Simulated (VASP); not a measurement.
# CaO in VASP: a series of runs

CaO is run at these levels: PBE; tasks: single point.

Program: VASP 6.6.1. These are calculated values, not measurements. Logs are shortened: lines on timing, memory, paths and dates and some standing lists are left out, and cuts for length are marked.

### Step 1. The cell of the first run

It takes space group Fm-3m (No. 225, cubic). Conventional cell: a = 4.709 Å, b = 4.709 Å, c = 4.709 Å, α = 90.00°, β = 90.00°, γ = 90.00°. Ca (site symmetry m-3m) has 6 O at 2.35 Å within 3.1 Å. Within 3.1 Å of O (site symmetry m-3m) lie 6 Ca at 2.35 Å.

### Step 2. Single point, PBE (13.05 Å³/atom)

Input file INCAR:

```
SYSTEM = CaO
PREC = Accurate
ENCUT = 520
EDIFF = 1E-7
ISMEAR = -1
SIGMA = 0.05
LREAL = .False.
LASPH = .True.
NELM = 100
ALGO = Normal
ISIF = 2
LWAVE = .False.
LCHARG = .False.
GGA = PE
NBANDS = 15
```

Input file KPOINTS:

```
Automatic mesh
0
Gamma
  10 10 10
  0 0 0
```

Input file POSCAR:

```
CaO
1.0
    0.0000000000      2.3544897713      2.3544897713
    2.3544897713      0.0000000000      2.3544897713
    2.3544897713      2.3544897713      0.0000000000
Ca O
1 1
Direct
    0.0000000000      0.0000000000      0.0000000000
    0.5000000000      0.5000000000      0.5000000000
```

Potentials or basis: VASP PAW PBE potentials, release 64 (Ca_sv, O).

Launch:

```bash
cat potpaw_PBE.64/Ca_sv/POTCAR potpaw_PBE.64/O/POTCAR > POTCAR
mpirun -np 1 vasp_std > vasp.out
```

OUTCAR:

```text
SYSTEM = CaO
   PREC = Accurate
   ENCUT = 520
   EDIFF = 1E-7
   ISMEAR = -1
   LREAL = .False.
   LASPH = .True.
   NELM = 100
   ISIF = 2
   GGA = PE

 ion  position               nearest neighbor table
   1  0.000  0.000  0.000-   2 2.35   2 2.35   2 2.35   2 2.35   2 2.35   2 2.35
   2  0.500  0.500  0.500-   1 2.35   1 2.35   1 2.35   1 2.35   1 2.35   1 2.35

  LATTYP: Found a face centered cubic cell.
 ALAT       =     4.7089795426

  Lattice vectors:

 A1 = (   0.0000000000,   2.3544897713,   2.3544897713)
 A2 = (   2.3544897713,   0.0000000000,   2.3544897713)
 A3 = (   2.3544897713,   2.3544897713,   0.0000000000)

Analysis of symmetry for initial positions (statically):
=====================================================================
 Subroutine PRICEL returns:
 Original cell was already a primitive cell.

 Routine SETGRP: Setting up the symmetry group for a
 face centered cubic supercell.

 Subroutine GETGRP returns: Found 48 space group operations
 (whereof 48 operations were pure point group operations)
 out of a pool of 48 trial point group operations.

The static configuration has the point symmetry O_h .

Analysis of symmetry for dynamics (positions and initial velocities):
=====================================================================
 Subroutine PRICEL returns:
 Original cell was already a primitive cell.

 Routine SETGRP: Setting up the symmetry group for a
 face centered cubic supercell.

 Subroutine GETGRP returns: Found 48 space group operations
 (whereof 48 operations were pure point group operations)
 out of a pool of 48 trial point group operations.

The dynamic configuration has the point symmetry O_h .

 Subroutine INISYM returns: Found 48 space group operations
 (whereof 48 operations are pure point group operations),
 and found     1 'primitive' translations

----------------------------------------------------------------------------------------

                                     Primitive cell

  volume of cell :      26.1048

  direct lattice vectors                    reciprocal lattice vectors
     0.000000000  2.354489771  2.354489771    -0.212360235  0.212360235  0.212360235
     2.354489771  0.000000000  2.354489771     0.212360235 -0.212360235  0.212360235
     2.354489771  2.354489771  0.000000000     0.212360235  0.212360235 -0.212360235

  length of vectors
     3.329751367  3.329751367  3.329751367     0.367818716  0.367818716  0.367818716

  position of ions in fractional coordinates (direct lattice)
     0.000000000  0.000000000  0.000000000
     0.500000000  0.500000000  0.500000000

  ion indices of the primitive-cell ions
   primitive index   ion index
                 1           1
                 2           2

----------------------------------------------------------------------------------------

 KPOINTS: Automatic mesh

Automatic generation of k-mesh.
 Grid dimensions read from file:
 generate k-points for:   10   10   10

 Generating k-lattice:

  Cartesian coordinates                     Fractional coordinates (reciprocal lattice)
    -0.021236023  0.021236023  0.021236023     0.100000000  0.000000000  0.000000000
     0.021236023 -0.021236023  0.021236023     0.000000000  0.100000000  0.000000000
     0.021236023  0.021236023 -0.021236023     0.000000000  0.000000000  0.100000000

  Length of vectors
     0.036781872  0.036781872  0.036781872

  Shift w.r.t. Gamma in fractional coordinates (k-lattice)
     0.000000000  0.000000000  0.000000000

 Subroutine IBZKPT returns following result:
 ===========================================

 Found     47 irreducible k-points:

 Following reciprocal coordinates:
            Coordinates               Weight
  0.000000  0.000000  0.000000      1.000000
  0.100000  0.000000  0.000000      8.000000
  0.200000  0.000000  0.000000      8.000000
  0.300000  0.000000  0.000000      8.000000
  0.400000  0.000000  0.000000      8.000000
  0.500000  0.000000  0.000000      4.000000
[... 16 lines left out ...]
  0.300000  0.300000  0.000000      6.000000
  0.400000  0.300000  0.000000     24.000000
 [... further k-points ...]
   k-points           NKPTS =     47   k-points in BZ     NKDIM =     47   number of bands    NBANDS=     15
   number of dos      NEDOS =    301   number of ions     NIONS =      2
   total plane-waves  NPLWV =  21952
   dimension x,y,z NGX =    28 NGY =   28 NGZ =   28
   dimension x,y,z NGXF=    56 NGYF=   56 NGZF=   56
   ions per type =               1   1
   NGX,Y,Z   is equivalent  to a cutoff of  13.98, 13.98, 13.98 a.u.
   NGXF,Y,Z  is equivalent  to a cutoff of  27.96, 27.96, 27.96 a.u.
 SYSTEM =  CaO
   PREC   = accura    normal or accurate (medium, high low for compatibility)
   ISTART =      0    job   : 0-new  1-cont  2-samecut
   ICHARG =      2    charge: 1-file 2-atom 10-const
   ISPIN  =      1    spin polarized calculation?
   LNONCOLLINEAR =      F non collinear calculations
   LSORBIT =      F    spin-orbit coupling
   LASPH  =      T    aspherical Exc in radial PAW
   ENCUT  =  520.0 eV  38.22 Ry    6.18 a.u.   6.19  6.19  6.19*2*pi/ulx,y,z
   NELM   =    100;   NELMIN=  2; NELMDL= -5     # of ELM steps
   EDIFF  = 0.1E-06   stopping-criterion for ELM
   LREAL  =      F    real-space projection
   EDIFFG = 0.1E-05   stopping-criterion for IOM
   NSW    =      0    number of steps for IOM
   IBRION =     -1    ionic relax: 0-MD 1-quasi-New 2-CG
   NFREE  =      0    steps in history (QN), initial steepest desc. (CG)
   ISIF   =      2    stress and relaxation
   ISYM   =      2    0-nonsym 1-usesym 2-fastsym
   POTIM  = 0.5000    time-step for ionic-motion
   TEBEG  =    0.0;   TEEND  =   0.0 temperature during run
   PSTRESS=    0.0 pullay stress
   NELECT =      16.0000    total number of electrons
   NUPDOWN=      -1.0000    fix difference up-down
   EMIN   =  10.00;   EMAX   =-10.00  energy-range for DOS
   EFERMI =   0.00;   METHOD = LEGACY
   ISMEAR =    -1;   SIGMA  =   0.05  broadening in eV -4-tet -1-fermi 0-gaus
   EFERMI_NEDOS =   21; number of points for ismear=-14 and -15
   IALGO  =     38    algorithm
   IMIX   =      4    mixing-type and parameters
     AMIX     =   0.40;   BMIX     =  1.00
     AMIX_MAG =   1.60;   BMIX_MAG =  1.00
  volume/ion in A,a.u.               =      13.05        88.08
  Fermi-wavevector in a.u.,A,eV,Ry     =   1.390619  2.627888 26.311218  1.933820
  Thomas-Fermi vector in A             =   2.514536
   LORBIT       =      0    0 simple, 1 ext, 2 COOP (PROOUT), +10 PAW based schemes
   GGA     = PE    functional components
   LHFCALC =     F    Hartree Fock is set to
   AEXX    =    0.0000 exact exchange contribution
   IVDW    =     0    specifies the selected vdW correction
   LEPSILON=     F    determine dielectric tensor
   LRPA    =     F    only Hartree local field effects (RPA)
 non-spin polarized calculation
  energy-cutoff  :      520.00
  volume of cell :       26.10
 maximum number of plane-waves:       725
 NGX is ok and might be reduce to    28
   NGX = 13   NGY = 13   NGZ = 13

 number of electron      15.9999999 magnetization

 Free energy of the ion-electron system (eV)
  ---------------------------------------------------
  ext. energy  EPLUGINS =         0.00000000
  ---------------------------------------------------
  free energy    TOTEN  =       -12.73657459 eV

  energy without entropy =      -12.73657459  energy(sigma->0) =      -12.73657459

 E-fermi :   3.6969     XC(G=0): -10.7790

 val. band max:        2.7111435785   @ k =   0.0000   0.0000   0.0000
 cond. band min:       6.3191475886   @ k =   0.5000   0.5000   0.0000
 fundamental gap:      3.6080040101
 Fermi energy:         3.6968951338

 k-point     1 :       0.0000    0.0000    0.0000
  band No.  band energies     occupation
      1     -34.6825      2.00000
      2     -15.3956      2.00000
      3     -15.3956      2.00000
      4     -15.3956      2.00000
      5     -12.9423      2.00000
      6       2.7111      2.00000
      7       2.7111      2.00000
      8       2.7111      2.00000
      9       7.9416      0.00000
     10       9.0821      0.00000
     11       9.0821      0.00000
     12       9.0821      0.00000
     13      10.6961      0.00000
     14      10.6961      0.00000
     15      18.1691      0.00000

 k-point     2 :       0.1000    0.0000    0.0000
  band No.  band energies     occupation
      1     -34.6697      2.00000
      2     -15.5915      2.00000
      3     -15.4016      2.00000
      4     -15.4016      2.00000
      5     -12.7416      2.00000
      6       2.3385      2.00000
      7       2.5553      2.00000
      8       2.5553      2.00000
      9       8.4055      0.00000
     10       9.0523      0.00000
     11       9.2669      0.00000
     12       9.2669      0.00000
     13      10.9628      0.00000
     14      10.9628      0.00000
     15      18.6131      0.00000

 k-point     3 :       0.2000    0.0000    0.0000
  band No.  band energies     occupation
      1     -34.6361      2.00000
      2     -16.0087      2.00000
      3     -15.4173      2.00000
      4     -15.4173      2.00000
      5     -12.3115      2.00000
      6       1.5303      2.00000
      7       2.1837      2.00000
      8       2.1837      2.00000
      9       9.0420      0.00000
     10       9.5247      0.00000
     11       9.7777      0.00000
     12       9.7777      0.00000
     13      11.6512      0.00000
     14      11.6512      0.00000
     15      19.3219      0.00000
[... 343 lines left out ...]
 k-point    23 :       0.3000    0.3000    0.0000
  band No.  band energies     occupation
      1     -34.5671      2.00000
      2     -16.1474      2.00000
      3     -15.5788      2.00000
      4     -15.5788      2.00000
      5     -12.3037      2.00000
      6       0.8946      2.00000
      7       2.3689      2.00000
      8       2.3689      2.00000
      9       7.0645      0.00000
     10      10.2694      0.00000
     11      11.4804      0.00000
     12      11.6285      0.00000
     13      11.6285      0.00000
     14      13.6886      0.00000
     15      20.8815      0.00000

 k-point    24 :       0.4000    0.3000    0.0000
  band No.  band energies     occupation
      1     -34.5409      2.00000
      2     -16.2172      2.00000
      3     -15.6412      2.00000
      4     -15.6065      2.00000
      5     -12.3222      2.00000
      6       0.9876      2.00000
      7       2.1445      2.00000
      8       2.2487      2.00000
      9       7.0359      0.00000
     10      10.8415      0.00000
     11      11.8387      0.00000
     12      11.9561      0.00000
     13      12.0862      0.00000
     14      14.1043      0.00000
     15      19.1503      0.00000

 [... further k-points ...]
[... 5 lines left out ...]
  --------------------------------------------------------------------------------------
  -------------------------------------------------------------------------------------
  Total        1.6836684      1.6836684      1.6836684      0.0000000      0.0000000     -0.0000000
  in kB      103.3348300    103.3348300    103.3348300      0.0000000      0.0000000     -0.0000000
  external PRESSURE =     103.3348300 kB  Pullay stress =       0.0000000 kB

 VOLUME and BASIS-vectors are now :
 -----------------------------------------------------------------------------
  energy-cutoff  :      520.00
  volume of cell :       26.10
      direct lattice vectors                 reciprocal lattice vectors
     0.000000000  2.354489771  2.354489771    -0.212360235  0.212360235  0.212360235
     2.354489771  0.000000000  2.354489771     0.212360235 -0.212360235  0.212360235
     2.354489771  2.354489771  0.000000000     0.212360235  0.212360235 -0.212360235

 POSITION                                       TOTAL-FORCE (eV/Angst)
 -----------------------------------------------------------------------------------
      0.00000      0.00000      0.00000        -0.000000     -0.000000     -0.000000
      2.35449      2.35449      2.35449         0.000000      0.000000      0.000000
 -----------------------------------------------------------------------------------
    total drift:                                0.000000      0.000000      0.000000

  FREE ENERGIE OF THE ION-ELECTRON SYSTEM (eV)
  ---------------------------------------------------
  free  energy   TOTEN  =       -12.7365745862 eV

  energy  without entropy=      -12.7365745862  energy(sigma->0) =      -12.73657459
```

It took 15 s on 1 thread of Intel Xeon Platinum 8488C (Sapphire Rapids), shared host; peak memory 0.16 GiB.

What came out:

```yaml
Free_energy: -12.7366 eV
Pressure: 10.3 GPa
Band_gap_on_the_k_mesh: 3.61 eV (least direct gap 3.97 eV)
```

Levels at points of the mesh, in eV from the valence-band top:
| k point | band 6 | band 7 | band 8 | band 9 | band 10 | band 11 |
| --- | --- | --- | --- | --- | --- | --- |
| (0.00, 0.00, 0.00) | 0.00 | 0.00 | 0.00 | 5.23 | 6.37 | 6.37 |
| (0.50, 0.00, 0.00) | -2.79 | -1.33 | -1.33 | 7.34 | 8.69 | 8.69 |
| (0.50, 0.50, 0.00) | -1.26 | -0.36 | -0.36 | 3.61 | 8.51 | 9.24 |

Caveat: the cell stands under pressure. A k mesh can miss the band edges.

### Step 3. Single point, PBE (13.61 Å³/atom)

This run uses another cell than the first one, of 13.61 Å³/atom.

Input file INCAR:

```
SYSTEM = CaO
PREC = Accurate ; ENCUT = 520
EDIFF = 1E-7 ; ISMEAR = -1
SIGMA = 0.05 ; LREAL = .False.
LASPH = .True. ; NELM = 60
ALGO = Normal ; ISIF = 2
LWAVE = .False. ; LCHARG = .False.
GGA = PE ; NBANDS = 15
```

Input file KPOINTS:

```
regular mesh
0
Gamma
  10 10 10
  0 0 0
```

Input file POSCAR:

```
CaO
1.0
    0.0000000000      2.3874239637      2.3874239637
    2.3874239637      0.0000000000      2.3874239637
    2.3874239637      2.3874239637      0.0000000000
Ca O
1 1
Direct
    0.0000000000      0.0000000000      0.0000000000
    0.5000000000      0.5000000000      0.5000000000
```

Potentials or basis: VASP PAW PBE potentials, release 64 (Ca_sv, O).

Launch:

```bash
cat potpaw_PBE.64/Ca_sv/POTCAR potpaw_PBE.64/O/POTCAR > POTCAR
mpirun -np 1 vasp_std > vasp.out
```

It took 14 s on 1 thread of Intel Xeon Platinum 8488C (Sapphire Rapids), shared host; peak memory 0.16 GiB.

It converged, with:

| Property | Result |
| --- | --- |
| Free energy | -12.7890 eV |
| Pressure | 4.6 GPa |
| Band gap on the k mesh | 3.63 eV (least direct gap 4.00 eV) |

Levels at points of the mesh, in eV from the valence-band top:
```csv
k point,band 4,band 5,band 6,band 7,band 8,band 9,band 10,band 11,band 12,band 13
"(0.00, 0.00, 0.00)",-18.31,-15.57,0.00,0.00,0.00,4.88,6.27,6.27,6.27,7.81
"(0.50, 0.00, 0.00)",-18.36,-14.29,-2.69,-1.24,-1.24,7.14,8.46,8.46,8.66,10.59
"(0.50, 0.50, 0.00)",-18.55,-15.33,-1.29,-0.37,-0.37,3.63,8.19,9.01,9.67,9.67
```

Caveat: the cell stands under pressure. A k mesh can miss the band edges.

### Step 4. Single point, PBE (14.44 Å³/atom)

This run uses another cell than the first one, of 14.44 Å³/atom.

Input file INCAR:

```
SYSTEM = CaO
  ALGO = Normal
  EDIFF = 1E-7
  ENCUT = 520
  GGA = PE
  ISIF = 2
  ISMEAR = -1
  LASPH = .TRUE.
  LCHARG = .FALSE.
  LREAL = .FALSE.
  LWAVE = .FALSE.
  NBANDS = 15
  NELM = 60
  PREC = Accurate
  SIGMA = 0.05
```

Input file KPOINTS:

```
k-points
0
G
  10 10 10
  0 0 0
```

Input file POSCAR:

```
CaO
1.0
    0.0000000000      2.4351850560      2.4351850560
    2.4351850560      0.0000000000      2.4351850560
    2.4351850560      2.4351850560      0.0000000000
Ca O
1 1
Direct
    0.0000000000      0.0000000000      0.0000000000
    0.5000000000      0.5000000000      0.5000000000
```

Launch:

```bash
cat potpaw_PBE.64/Ca_sv/POTCAR potpaw_PBE.64/O/POTCAR > POTCAR
mpirun -np 1 vasp_std > vasp.out
```

Run time: 14 s. Hardware: 1 thread of Intel Xeon Platinum 8488C (Sapphire Rapids), shared host; peak memory 0.16 GiB.

Results (log left out):

```yaml
Free_energy: -12.8029 eV
Pressure: -2.0 GPa
Band_gap_on_the_k_mesh: 3.64 eV (least direct gap 4.02 eV)
```

Levels at points of the mesh, in eV from the valence-band top:
```
           k point  band 5  band 6  band 7  band 8  band 9  band 10  band 11  band 12
(0.00, 0.00, 0.00)  -15.46    0.00    0.00    0.00    4.40     6.13     6.13     6.13
(0.50, 0.00, 0.00)  -14.41   -2.55   -1.13   -1.13    6.86     8.14     8.14     8.20
(0.50, 0.50, 0.00)  -15.22   -1.31   -0.38   -0.38    3.64     7.75     8.67     9.27
```

A k mesh can miss the band edges.

### Step 5. Single point, PBE (atoms moved at random)

Input file INCAR:

```
SYSTEM = CaO
ALGO = Normal ; EDIFF = 1E-6
ENCUT = 520 ; GGA = PE
ISIF = 2 ; ISMEAR = -1
LASPH = .True. ; LCHARG = .False.
LREAL = .False. ; LWAVE = .False.
NBANDS = 15 ; NELM = 100
PREC = Accurate ; SIGMA = 0.05
```

Input file KPOINTS:

```
k-points
0
Gamma
  10 10 10
  0 0 0
```

Input file POSCAR:

```
CaO
1.0
    0.0000000000      2.4035556960      2.4035556960
    2.4035556960      0.0000000000      2.4035556960
    2.4035556960      2.4035556960      0.0000000000
Ca O
1 1
Direct
    0.0108680000     -0.0039360000     -0.0056900000
    0.5145410000      0.5065200000      0.4885730000
```

Launch:

```bash
cat potpaw_PBE.64/Ca_sv/POTCAR potpaw_PBE.64/O/POTCAR > POTCAR
mpirun -np 1 vasp_std > vasp.out
```

Run time: 2 min. Hardware: 1 thread of Intel Xeon Platinum 8488C (Sapphire Rapids), shared host; peak memory 0.32 GiB.

It converged, with:

| Quantity | Value |
| --- | --- |
| Free energy | -12.7993 eV |
| Pressure | 2.2 GPa |
| Largest force | 0.114 eV/Å |
| Band gap on the k mesh | 3.64 eV (least direct gap 4.01 eV) |

Forces in eV/Å, atoms in the order of the input:
```
Ca   0.035 -0.016  0.107
O   -0.035  0.016 -0.107
```

Stress tensor (GPa, compression positive):
```
 2.18  0.00 -0.01
 0.00  2.16  0.00
-0.01  0.00  2.34
```

Levels at points of the mesh, in eV from the valence-band top:
```tsv
k point	band 5	band 6	band 7	band 8	band 9	band 10	band 11	band 12
(0.00, 0.00, 0.00)	-15.53	0.00	0.00	0.00	4.71	6.23	6.23	6.24
(0.50, 0.00, 0.00)	-14.33	-2.63	-1.20	-1.20	7.05	8.31	8.36	8.54
(0.00, 0.50, 0.00)	-14.33	-2.63	-1.20	-1.20	7.05	8.34	8.36	8.52
(0.00, 0.00, 0.50)	-14.33	-2.63	-1.20	-1.20	7.05	8.32	8.36	8.53
(0.50, 0.50, 0.50)	-14.33	-2.63	-1.20	-1.20	7.05	8.33	8.36	8.53
(0.50, 0.50, 0.00)	-15.29	-1.30	-0.37	-0.37	3.64	8.04	8.90	9.54
(0.00, 0.50, 0.50)	-15.29	-1.30	-0.38	-0.37	3.65	8.04	8.90	9.54
(0.50, 0.00, 0.50)	-15.29	-1.30	-0.38	-0.37	3.65	8.04	8.90	9.54
```

Caveat: the cell differs from its parent crystal (atoms moved at random). A k mesh can miss the band edges.

### Step 6. Summary

```csv
cell,gap on the mesh (eV),pressure (GPa)
"a = 3.330 Å, angles 60.0°, 2 atoms, atomic positions A",3.61,10.3
"a = 3.376 Å, angles 60.0°, 2 atoms, atomic positions A",3.63,4.6
"a = 3.444 Å, angles 60.0°, 2 atoms, atomic positions A",3.64,-2.0
"a = 3.399 Å, angles 60.0°, 2 atoms, atomic positions B",3.64,2.2
```

Alike in all rows: task single point; level PBE; potentials or basis VASP PAW PBE potentials, release 64 (Ca_sv, O); no spin polarisation; k mesh 10 × 10 × 10; cutoff (eV) 520; smearing fermi-dirac 0.05 eV.

Caveats: the cell stands under pressure (at least some runs).

Absolute energies hang on the potentials; compare differences alone.
